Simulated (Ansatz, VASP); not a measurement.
# TiC: VASP beside Ansatz

Contents of INCAR:

```
PREC = Accurate
ENCUT = 600
EDIFF = 1E-6
ISMEAR = 0
SIGMA = 0.1
LREAL = False
LASPH = True
NELM = 100
ALGO = Normal
ISIF = 3
LWAVE = False
LCHARG = False
GGA = PE
IBRION = 2
NSW = 100
EDIFFG = -0.01
```

Contents of KPOINTS:

```
Automatic mesh
0
Gamma
  24 24 20
```

File POSCAR:

```
TiC
1.0
    3.0428249765      0.0000000000      0.0000000000
   -1.5214124882      2.6351637289      0.0000000000
    0.0000000000      0.0000000000      2.6967889251
Ti C
1 1
Direct
    0.0000000000      0.0000000000      0.0000000000
    0.6666666667      0.3333333333      0.5000000000
```

Input for Ansatz:

```yaml
crystal:
  lattice:
    - [3.0428249765, 0.0, 0.0]
    - [-1.5214124882, 2.6351637289, 0.0]
    - [0.0, 0.0, 2.6967889251]
  atoms:
    - { symbol: Ti, position: [0.0, 0.0, 0.0] }
    - { symbol: C, position: [0.6666666667, 0.3333333333, 0.5] }
basis:
  ecutwfc: 420
kpoints:
  mp_grid: { grid: [24, 24, 20] }
hamiltonian:
  xc: pbe
scf:
  occupations: { method: gaussian, width: 0.1 }
output:
  forces: true
  stress: true
  eigenvalues: true
  write_density: true
  write_potential: true
  elf: true
  volumetric_format: npy
relax:
  adjacent_minimum: "off"
  f_tol: 0.01
  max_steps: 80
  cell: { stress_tol: 0.05 }
```

Change from the starting cell: species swapped into the WC type (P-6m2, No. 187).

Alike in both runs: task relaxation of cell and atoms; functional PBE; k mesh 24 × 24 × 20; occupations gaussian, width 0.1 eV; no spin polarisation.

|  | VASP | Ansatz |
| --- | --- | --- |
| version | VASP 6.6.1 | Ansatz 0.2.0 |
| potentials or method | VASP PAW PBE potentials, release 64 (Ti_sv, C), cutoff 600 eV | scalar-relativistic, plane waves, PAW |
| valence electrons in the cell | 16 | 16 |

Ansatz gave:

* gap on the k mesh at the Fermi level, each at its own relaxed structure (eV): none
* relaxed volume (Å³/atom): 10.81
* relaxed cell length with the largest relative difference (Å): 3.042

What did VASP give for the same quantities?

gap on the k mesh at the Fermi level, each at its own relaxed structure (eV): none; relaxed volume (Å³/atom): 10.82; relaxed cell length with the largest relative difference (Å): 3.043.

A gap of «none» marks a metal or a gap that the smearing closes.
